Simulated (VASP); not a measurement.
A run of VASP 6.6.1:

Contents of POSCAR:

```
RbCaH3
1.0
    4.5470000000      0.0000000000      0.0000000000
    0.0000000000      4.5470000000      0.0000000000
    0.0000000000      0.0000000000      4.5470000000
Rb Ca H
1 1 3
Direct
    0.0111102152      0.0111102152      0.0111102152
    0.5000000000      0.5000000000      0.5000000000
    0.0000000000      0.5000000000      0.5000000000
    0.5000000000      0.0000000000      0.5000000000
    0.5000000000      0.5000000000      0.0000000000
```

The input INCAR.step1:

```
SYSTEM = RbCaH3
PREC = Accurate
ENCUT = 520
ISMEAR = 0
SIGMA = 0.05
LREAL = .False.
LASPH = .True.
NELM = 100
NBANDS = 19
GGA = PE
ALGO = Normal
EDIFF = 1E-4
LWAVE = .True.
LCHARG = .False.
```

INCAR.step2

```
SYSTEM = RbCaH3
PREC = Accurate
ENCUT = 520
EDIFF = 1E-6
ISMEAR = 0
SIGMA = 0.05
LREAL = .False.
LASPH = .True.
NELM = 100
ALGO = Normal
ISIF = 2
LWAVE = .False.
LCHARG = .False.
METAGGA = R2SCAN
LMIXTAU = .True.
NBANDS = 19
ISTART = 1
```

KPOINTS

```
regular mesh
0
Gamma
  6 6 6
  0 0 0
```

Potentials or basis: VASP PAW PBE potentials, release 64 (Rb_sv, Ca_sv, H).

The run is started by

```console
$ cat potpaw_PBE.64/Rb_sv/POTCAR potpaw_PBE.64/Ca_sv/POTCAR potpaw_PBE.64/H/POTCAR > POTCAR
$ cp INCAR.step1 INCAR
$ mpirun -np 1 vasp_std > vasp.out
$ cp INCAR.step2 INCAR
$ mpirun -np 1 vasp_std > vasp.out
```

Hardware: 1 thread of Intel(R) Xeon(R) 6975P-C (Granite Rapids), on a shared host.

How long does it take, and how much memory?

Run time: 100 s on 1 thread of Intel(R) Xeon(R) 6975P-C (Granite Rapids), with other jobs on the host, peak memory 0.24 GiB. Counts: k points 32.
